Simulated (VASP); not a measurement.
The system is KZr2.

```xyz
3
Lattice="0.0000 3.5791 3.5791 3.5791 0.0000 3.5791 3.5791 3.5791 0.0000" Properties=species:S:1:pos:R:3 pbc="T T T"
K     0.0000    0.0000    0.0000
Zr    1.7896    1.7896    1.7896
Zr    5.3687    5.3687    5.3687
```

Base run:

- Program: VASP 6.6.1
- Functional: PBEsol
- Potentials or basis: VASP PAW PBE potentials, release 64 (K_sv, Zr_sv)
- Cutoff: 520 eV
- k mesh: 7 × 7 × 7
- Occupations: fermi-dirac, width 0.05 eV
- Spin: no spin polarisation

Its results: pressure -2.0 GPa.

Problem. The run is repeated on the same cell with these changes: functional from PBEsol to BLYP; further incar settings from ALGO = Normal; EDIFF = 1e-07; NBANDS = 24 to ALGO = Fast; EDIFF = 1e-06; NBANDS = 24. What comes out?

Solution. Pressure 1.9 GPa.

Caveats: the PAW data sets were made with another functional, which shifts forces and pressure a little.
